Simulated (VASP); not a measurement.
A run of VASP 6.6.1:

The input INCAR:

```
SYSTEM = Mg
PREC     = Accurate       ! precision mode
ENCUT    = 520            ! plane-wave cutoff, eV
EDIFF    = 1E-6           ! SCF threshold, eV
ISMEAR   = -1             ! smearing method
SIGMA    = 0.05           ! smearing width, eV
LREAL    = .FALSE.        ! projectors in reciprocal space
LASPH    = .TRUE.         ! aspherical terms in the spheres
NELM     = 60             ! most SCF steps
ALGO     = Normal         ! electronic algorithm
ISIF     = 2              ! what is computed and relaxed
LWAVE    = .FALSE.        ! write WAVECAR
LCHARG   = .TRUE.         ! write CHGCAR
GGA      = RE             ! functional
LELF     = .TRUE.         ! ELF
LVHAR    = .TRUE.       
NBANDS   = 9              ! bands
```

KPOINTS

```
Automatic mesh
0
G
  10 10 5
  0 0 0
```

The input POSCAR:

```
Mg
1.0
    3.2305542618      0.0000000000      0.0000000000
   -1.6152771309      2.7977420591      0.0000000000
    0.0000000000      0.0000000000      5.2448063036
Mg
2
Direct
    0.6666666667      0.3333333333      0.7500000000
    0.3333333333      0.6666666667      0.2500000000
```

Potentials or basis: VASP PAW PBE potentials, release 64 (Mg).

Command:

```console
$ cat potpaw_PBE.64/Mg/POTCAR > POTCAR
$ mpirun -np 1 vasp_std > vasp.out
```

Hardware: 1 thread of Intel(R) Xeon(R) 6975P-C (Granite Rapids) (shared host).

Q: Estimate the wall time of this run.

A: Run time: 5.2 s on 1 thread of Intel(R) Xeon(R) 6975P-C (Granite Rapids), on a shared host, peak memory 0.16 GiB. Counts: scf iterations 10, k points 42.
